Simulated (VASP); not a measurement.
B: single point with PBE

B:

```
B
1.0
     2.39212    0.00000    0.00000
     0.00000    2.39212    0.00000
     0.00000    0.00000    1.61689
B
1
Direct
  0.50000 0.50000 0.50000
```

```
Program             : VASP 6.6.1
Task                : single point
Functional          : PBE
Potentials or basis : VASP PAW PBE potentials, release 64 (B)
Cutoff              : 520 eV
k mesh              : 11 × 11 × 16
Occupations         : fermi-dirac, width 0.05 eV
Spin                : no spin polarisation
```

```yaml
Pressure: -9.3 GPa
```

Stress tensor (GPa, compression positive):
```
 -3.95   0.00   0.00
  0.00  -3.95   0.00
  0.00   0.00 -20.12
```

Levels at points of the mesh, in eV from the Fermi level:
| k point | band 1 | band 2 | band 3 | band 4 |
| --- | --- | --- | --- | --- |
| (0.00, 0.00, 0.00) | -13.54 | 4.21 | 4.21 | 13.95 |
| (0.00, 0.00, 0.50) | -5.72 | 1.19 | 12.86 | 12.86 |

Run time: 5.1 s on 1 thread of Intel(R) Xeon(R) Platinum 8488C (Sapphire Rapids) (shared host), peak memory 0.11 GiB.
